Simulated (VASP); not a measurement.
# PbSe (I4mm) in VASP: further runs

Runs on PbSe. Level: LDA. Tasks: single point.

Everything below comes from runs of VASP 6.6.1. Logs are shortened: lines on timing, memory, paths and dates and some standing lists are left out, and cuts for length are marked.

### 1 The cell of the first run

Symmetry: I4mm, No. 107, tetragonal system. The conventional cell has a = 4.331 Å, b = 4.331 Å, c = 6.124 Å, α = 90.00°, β = 90.00°, γ = 90.00°. Pb (site symmetry 4mm) has 5 Se at 2.56 to 3.10 Å within 3.4 Å. Within 3.4 Å of Se (site symmetry 4mm) lie 5 Pb at 2.56 to 3.10 Å.

### 2 Single point, LDA

INCAR

```
SYSTEM = PbSe
PREC = Accurate
ENCUT = 520
EDIFF = 1E-6
ISMEAR = 0
SIGMA = 0.03
LREAL = .FALSE.
LASPH = .TRUE.
NELM = 80
ALGO = Normal
ISIF = 2
LWAVE = .FALSE.
LCHARG = .TRUE.
GGA = CA
LELF = .TRUE.
LVHAR = .TRUE.
NBANDS = 17
```

KPOINTS

```
Automatic mesh
0
G
  10 10 10
  0 0 0
```

POSCAR

```
PbSe
1.0
    0.0000000000      3.0621500000      3.0621500000
    3.0621500000      0.0000000000      3.0621500000
    3.0621500000      3.0621500000      0.0000000000
Pb Se
1 1
Direct
    0.0000000000      0.0000000000      0.0000000000
    0.5816419836      0.5816419836      0.4183580164
```

Potentials or basis: VASP PAW LDA potentials, release 64 (Pb_d, Se).

Run with:

```sh
$ cat potpaw_LDA.64/Pb_d/POTCAR potpaw_LDA.64/Se/POTCAR > POTCAR
$ mpirun -np 1 vasp_std > vasp.out
```

OUTCAR:

```text
SYSTEM = PbSe
   PREC = Accurate
   ENCUT = 520
   EDIFF = 1E-6
   ISMEAR = 0
   LREAL = .FALSE.
   LASPH = .TRUE.
   NELM = 80
   ISIF = 2
   GGA = CA

 ion  position               nearest neighbor table
   1  0.000  0.000  0.000-   2 2.56   2 3.10   2 3.10   2 3.10   2 3.10
   2  0.582  0.582  0.418-   1 2.56   1 3.10   1 3.10   1 3.10   1 3.10

  LATTYP: Found a face centered cubic cell.
 ALAT       =     6.1243000000

  Lattice vectors:

 A1 = (   0.0000000000,   3.0621500000,   3.0621500000)
 A2 = (   3.0621500000,   0.0000000000,   3.0621500000)
 A3 = (   3.0621500000,   3.0621500000,   0.0000000000)

Analysis of symmetry for initial positions (statically):
=====================================================================
 Subroutine PRICEL returns:
 Original cell was already a primitive cell.

 Routine SETGRP: Setting up the symmetry group for a
 face centered cubic supercell.

 Subroutine GETGRP returns: Found  8 space group operations
 (whereof  8 operations were pure point group operations)
 out of a pool of 48 trial point group operations.

The static configuration has the point symmetry C_4v.

Analysis of symmetry for dynamics (positions and initial velocities):
=====================================================================
 Subroutine PRICEL returns:
 Original cell was already a primitive cell.

 Routine SETGRP: Setting up the symmetry group for a
 face centered cubic supercell.

 Subroutine GETGRP returns: Found  8 space group operations
 (whereof  8 operations were pure point group operations)
 out of a pool of 48 trial point group operations.

The dynamic configuration has the point symmetry C_4v.

 Subroutine INISYM returns: Found  8 space group operations
 (whereof  8 operations are pure point group operations),
 and found     1 'primitive' translations

----------------------------------------------------------------------------------------

                                     Primitive cell

  volume of cell :      57.4261

  direct lattice vectors                    reciprocal lattice vectors
     0.000000000  3.062150000  3.062150000    -0.163283967  0.163283967  0.163283967
     3.062150000  0.000000000  3.062150000     0.163283967 -0.163283967  0.163283967
     3.062150000  3.062150000  0.000000000     0.163283967  0.163283967 -0.163283967

  length of vectors
     4.330534060  4.330534060  4.330534060     0.282816127  0.282816127  0.282816127

  position of ions in fractional coordinates (direct lattice)
     0.000000000  0.000000000  0.000000000
     0.581641984  0.581641984  0.418358016

  ion indices of the primitive-cell ions
   primitive index   ion index
                 1           1
                 2           2

----------------------------------------------------------------------------------------

 KPOINTS: Automatic mesh

Automatic generation of k-mesh.
 Grid dimensions read from file:
 generate k-points for:   10   10   10

 Generating k-lattice:

  Cartesian coordinates                     Fractional coordinates (reciprocal lattice)
    -0.016328397  0.016328397  0.016328397     0.100000000  0.000000000  0.000000000
     0.016328397 -0.016328397  0.016328397     0.000000000  0.100000000  0.000000000
     0.016328397  0.016328397 -0.016328397     0.000000000  0.000000000  0.100000000

  Length of vectors
     0.028281613  0.028281613  0.028281613

  Shift w.r.t. Gamma in fractional coordinates (k-lattice)
     0.000000000  0.000000000  0.000000000

 Subroutine IBZKPT returns following result:
 ===========================================

 Found    102 irreducible k-points:

 Following reciprocal coordinates:
            Coordinates               Weight
  0.000000  0.000000  0.000000      1.000000
  0.100000  0.000000  0.000000      8.000000
  0.200000  0.000000  0.000000      8.000000
  0.300000  0.000000  0.000000      8.000000
  0.400000  0.000000  0.000000      8.000000
  0.500000  0.000000  0.000000      4.000000
[... 16 lines left out ...]
 -0.100000  0.100000  0.000000      4.000000
  0.000000 -0.100000  0.100000      8.000000
 [... further k-points ...]
   k-points           NKPTS =    102   k-points in BZ     NKDIM =    102   number of bands    NBANDS=     17
   number of dos      NEDOS =    301   number of ions     NIONS =      2
   total plane-waves  NPLWV =  32768
   dimension x,y,z NGX =    32 NGY =   32 NGZ =   32
   dimension x,y,z NGXF=    64 NGYF=   64 NGZF=   64
   ions per type =               1   1
   NGX,Y,Z   is equivalent  to a cutoff of  12.28, 12.28, 12.28 a.u.
   NGXF,Y,Z  is equivalent  to a cutoff of  24.57, 24.57, 24.57 a.u.
 SYSTEM =  PbSe
   PREC   = accura    normal or accurate (medium, high low for compatibility)
   ISTART =      0    job   : 0-new  1-cont  2-samecut
   ICHARG =      2    charge: 1-file 2-atom 10-const
   ISPIN  =      1    spin polarized calculation?
   LNONCOLLINEAR =      F non collinear calculations
   LSORBIT =      F    spin-orbit coupling
   LASPH  =      T    aspherical Exc in radial PAW
   ENCUT  =  520.0 eV  38.22 Ry    6.18 a.u.   8.05  8.05  8.05*2*pi/ulx,y,z
   NELM   =     80;   NELMIN=  2; NELMDL= -5     # of ELM steps
   EDIFF  = 0.1E-05   stopping-criterion for ELM
   LREAL  =      F    real-space projection
   EDIFFG = 0.1E-04   stopping-criterion for IOM
   NSW    =      0    number of steps for IOM
   IBRION =     -1    ionic relax: 0-MD 1-quasi-New 2-CG
   NFREE  =      0    steps in history (QN), initial steepest desc. (CG)
   ISIF   =      2    stress and relaxation
   ISYM   =      2    0-nonsym 1-usesym 2-fastsym
   POTIM  = 0.5000    time-step for ionic-motion
   TEBEG  =    0.0;   TEEND  =   0.0 temperature during run
   PSTRESS=    0.0 pullay stress
   NELECT =      20.0000    total number of electrons
   NUPDOWN=      -1.0000    fix difference up-down
   EMIN   =  10.00;   EMAX   =-10.00  energy-range for DOS
   EFERMI =   0.00;   METHOD = LEGACY
   ISMEAR =     0;   SIGMA  =   0.03  broadening in eV -4-tet -1-fermi 0-gaus
   EFERMI_NEDOS =   21; number of points for ismear=-14 and -15
   IALGO  =     38    algorithm
   IMIX   =      4    mixing-type and parameters
     AMIX     =   0.40;   BMIX     =  1.00
     AMIX_MAG =   1.60;   BMIX_MAG =  1.00
  volume/ion in A,a.u.               =      28.71       193.77
  Fermi-wavevector in a.u.,A,eV,Ry     =   1.151812  2.176610 18.050462  1.326672
  Thomas-Fermi vector in A             =   2.288467
   LORBIT       =      0    0 simple, 1 ext, 2 COOP (PROOUT), +10 PAW based schemes
   GGA     = CA    functional components
   LHFCALC =     F    Hartree Fock is set to
   AEXX    =    0.0000 exact exchange contribution
   IVDW    =     0    specifies the selected vdW correction
   LEPSILON=     F    determine dielectric tensor
   LRPA    =     F    only Hartree local field effects (RPA)
 non-spin polarized calculation
 Gauss-broadening in eV      SIGMA  =   0.03
  energy-cutoff  :      520.00
  volume of cell :       57.43
 maximum number of plane-waves:      1572
   NGX = 17   NGY = 17   NGZ = 17

 number of electron      19.9999998 magnetization

 Free energy of the ion-electron system (eV)
  ---------------------------------------------------
  ext. energy  EPLUGINS =         0.00000000
  ---------------------------------------------------
  free energy    TOTEN  =        -9.21547593 eV

  energy without entropy =       -9.21547593  energy(sigma->0) =       -9.21547593

 E-fermi :   4.7477     XC(G=0):  -9.7962

 val. band max:        4.5757949636   @ k =  -0.2000   0.2000   0.0000
 cond. band min:       5.8098661542   @ k =   0.5000   0.0000   0.0000
 fundamental gap:      1.2340711906
 Fermi energy:         4.7477401064

 k-point     1 :       0.0000    0.0000    0.0000
  band No.  band energies     occupation
      1     -11.9159      2.00000
      2     -11.8336      2.00000
      3     -11.8317      2.00000
      4     -11.8152      2.00000
      5     -11.8152      2.00000
      6      -8.9870      2.00000
[... 9 lines left out ...]
     16      12.3472      0.00000
     17      12.9039      0.00000

 k-point     2 :       0.1000    0.0000    0.0000
  band No.  band energies     occupation
      1     -11.9204      2.00000
      2     -11.8333      2.00000
      3     -11.8321      2.00000
      4     -11.8137      2.00000
      5     -11.8121      2.00000
      6      -8.9087      2.00000
[... 9 lines left out ...]
     16      12.1856      0.00000
     17      13.6192      0.00000

 k-point     3 :       0.2000    0.0000    0.0000
  band No.  band energies     occupation
      1     -11.9320      2.00000
      2     -11.8382      2.00000
      3     -11.8287      2.00000
      4     -11.8091      2.00000
      5     -11.8032      2.00000
      6      -8.6870      2.00000
[... 9 lines left out ...]
     16      12.3452      0.00000
     17      15.0823      0.00000

 k-point     4 :       0.3000    0.0000    0.0000
  band No.  band energies     occupation
      1     -11.9461      2.00000
      2     -11.8448      2.00000
      3     -11.8259      2.00000
      4     -11.8018      2.00000
      5     -11.7916      2.00000
      6      -8.3688      2.00000
[... 9 lines left out ...]
     16      13.0372      0.00000
     17      16.6239      0.00000

 k-point     5 :       0.4000    0.0000    0.0000
  band No.  band energies     occupation
      1     -11.9573      2.00000
      2     -11.8503      2.00000
      3     -11.8245      2.00000
      4     -11.7949      2.00000
      5     -11.7820      2.00000
      6      -8.0566      2.00000
[... 9 lines left out ...]
     16      14.1145      0.00000
     17      16.2486      0.00000

 k-point     6 :       0.5000    0.0000    0.0000
  band No.  band energies     occupation
      1     -11.9616      2.00000
      2     -11.8524      2.00000
      3     -11.8241      2.00000
      4     -11.7922      2.00000
      5     -11.7784      2.00000
      6      -7.9176      2.00000
[... 9 lines left out ...]
     16      15.0540      0.00000
     17      15.4614      0.00000

 k-point     7 :       0.1000    0.1000    0.0000
  band No.  band energies     occupation
      1     -11.9257      2.00000
      2     -11.8355      2.00000
      3     -11.8297      2.00000
      4     -11.8105      2.00000
      5     -11.8105      2.00000
      6      -8.8763      2.00000
[... 9 lines left out ...]
     16      12.8056      0.00000
     17      13.5437      0.00000

 k-point     8 :       0.0000    0.1000    0.1000
  band No.  band energies     occupation
      1     -11.9209      2.00000
      2     -11.8350      2.00000
      3     -11.8297      2.00000
      4     -11.8171      2.00000
      5     -11.8097      2.00000
      6      -8.8845      2.00000
[... 9 lines left out ...]
     16      12.4059      0.00000
     17      13.3335      0.00000
[... 203 lines left out ...]
      1     -11.9553      2.00000
      2     -11.8474      2.00000
      3     -11.8203      2.00000
      4     -11.8013      2.00000
      5     -11.7903      2.00000
      6      -8.2048      2.00000
[... 9 lines left out ...]
     16      14.4873      0.00000
     17      16.1276      0.00000

 k-point    20 :       0.0000   -0.3000    0.1000
  band No.  band energies     occupation
      1     -11.9560      2.00000
      2     -11.8467      2.00000
      3     -11.8252      2.00000
      4     -11.7985      2.00000
      5     -11.7865      2.00000
      6      -8.1964      2.00000
[... 9 lines left out ...]
     16      14.2128      0.00000
     17      16.2217      0.00000

 k-point    21 :      -0.2000    0.1000    0.0000
  band No.  band energies     occupation
      1     -11.9391      2.00000
      2     -11.8428      2.00000
      3     -11.8212      2.00000
      4     -11.8095      2.00000
      5     -11.8011      2.00000
      6      -8.5310      2.00000
[... 9 lines left out ...]
     16      13.3651      0.00000
     17      14.8276      0.00000

 k-point    22 :       0.0000   -0.2000    0.1000
  band No.  band energies     occupation
      1     -11.9425      2.00000
      2     -11.8399      2.00000
      3     -11.8287      2.00000
      4     -11.8063      2.00000
      5     -11.7951      2.00000
      6      -8.5208      2.00000
[... 9 lines left out ...]
     16      13.1554      0.00000
     17      14.9000      0.00000

 k-point    23 :      -0.1000    0.1000    0.0000
  band No.  band energies     occupation
      1     -11.9256      2.00000
      2     -11.8378      2.00000
      3     -11.8263      2.00000
      4     -11.8138      2.00000
      5     -11.8091      2.00000
      6      -8.7859      2.00000
[... 9 lines left out ...]
     16      12.4266      0.00000
     17      13.9041      0.00000

 k-point    24 :       0.0000   -0.1000    0.1000
  band No.  band energies     occupation
      1     -11.9288      2.00000
      2     -11.8346      2.00000
      3     -11.8316      2.00000
      4     -11.8119      2.00000
      5     -11.8048      2.00000
      6      -8.7795      2.00000
[... 9 lines left out ...]
     16      12.4748      0.00000
     17      13.9194      0.00000

 [... further k-points ...]
[... 5 lines left out ...]
  --------------------------------------------------------------------------------------
  -------------------------------------------------------------------------------------
  Total       -0.6290593     -0.6290593      3.5732780      0.0000000      0.0000000      0.0000000
  in kB      -17.5506323    -17.5506323     99.6937667      0.0000000      0.0000000      0.0000000
  external PRESSURE =      21.5308340 kB  Pullay stress =       0.0000000 kB

 VOLUME and BASIS-vectors are now :
 -----------------------------------------------------------------------------
  energy-cutoff  :      520.00
  volume of cell :       57.43
      direct lattice vectors                 reciprocal lattice vectors
     0.000000000  3.062150000  3.062150000    -0.163283967  0.163283967  0.163283967
     3.062150000  0.000000000  3.062150000     0.163283967 -0.163283967  0.163283967
     3.062150000  3.062150000  0.000000000     0.163283967  0.163283967 -0.163283967

 POSITION                                       TOTAL-FORCE (eV/Angst)
 -----------------------------------------------------------------------------------
      0.00000      0.00000      0.00000         0.000000      0.000000      1.645540
      3.06215      3.06215      3.56215         0.000000      0.000000     -1.645540
 -----------------------------------------------------------------------------------
    total drift:                                0.000000      0.000000      0.000259

  FREE ENERGIE OF THE ION-ELECTRON SYSTEM (eV)
  ---------------------------------------------------
  free  energy   TOTEN  =        -9.2154759335 eV

  energy  without entropy=       -9.2154759335  energy(sigma->0) =       -9.21547593
```

Wall time 27 s (1 thread of Intel Xeon 6975P-C (Granite Rapids), shared host); peak memory 0.23 GiB.

What came out:

```yaml
Free_energy: -9.2155 eV
Pressure: 2.2 GPa
Largest_force: 1.646 eV/Å
Band_gap_on_the_k_mesh: 1.23 eV, indirect (least direct gap 1.36 eV)
```

Forces on the atoms (eV/Å):
```
Pb   0.000  0.000  1.646
Se   0.000  0.000 -1.646
```

Caveat: the cell differs from its parent crystal (all Se atoms moved -0.500 Å, as atom 2 towards its neighbour atom 1 (Pb) at 3.062 Å); spin-orbit coupling is left out, which moves the levels of the heavy elements; forces of over 1 eV/Å act on the atoms, so gaps and moduli don't describe the material at rest. A k mesh can miss the band edges.

### 3 Single point, LDA

Edit INCAR of step 2 so:

```diff
@@ -12,6 +12,4 @@
 LWAVE = .FALSE.
-LCHARG = .TRUE.
+LCHARG = .FALSE.
 GGA = CA
-LELF = .TRUE.
-LVHAR = .TRUE.
 NBANDS = 17
```

KPOINTS is that of step 2.

Edit POSCAR of step 2 so:

```diff
@@ -9,2 +9,2 @@
     0.0000000000      0.0000000000      0.0000000000
-    0.5816419836      0.5816419836      0.4183580164
+    0.4387685123      0.4387685123      0.5612314877
```

Potentials or basis: VASP PAW LDA potentials, release 64 (Pb_d, Se).

Run with:

```sh
$ cat potpaw_LDA.64/Pb_d/POTCAR potpaw_LDA.64/Se/POTCAR > POTCAR
$ mpirun -np 1 vasp_std > vasp.out
```

Run time: 30 s. Hardware: 1 thread of Intel Xeon 6975P-C (Granite Rapids), shared host; peak memory 0.23 GiB.

It converged, with:

```
Free energy            : -9.3611 eV
Pressure               : 0.1 GPa
Largest force          : 0.762 eV/Å
Band gap on the k mesh : 1.05 eV, indirect (least direct gap 1.15 eV)
```

Forces on the atoms (eV/Å):
```
Pb   0.000  0.000 -0.762
Se   0.000  0.000  0.762
```

Stress tensor (GPa, compression positive):
```
-1.92  0.00  0.00
 0.00 -1.92  0.00
 0.00  0.00  4.16
```

Levels at points of the mesh, in eV from the valence-band top:
```
           k point  band 7  band 8  band 9  band 10  band 11  band 12  band 13  band 14
(0.00, 0.00, 0.00)   -5.92   -1.76   -1.44    -1.44     4.26     4.26     5.23     6.80
(0.50, 0.00, 0.00)   -8.43   -1.57   -1.21    -0.10     1.05     2.07     2.60     8.42
(0.50, 0.50, 0.00)   -7.70   -4.06   -2.93    -2.93     3.96     5.91     5.91     6.53
(0.00, 0.50, 0.50)   -7.08   -4.68   -2.86    -2.76     3.09     6.24     6.28     6.64
```

Caveat: the cell differs from its parent crystal (all Se atoms moved +0.375 Å, as atom 2 towards its neighbour atom 1 (Pb) at 3.062 Å); spin-orbit coupling is left out, which moves the levels of the heavy elements.

(Part 1 of 2 ends here.)
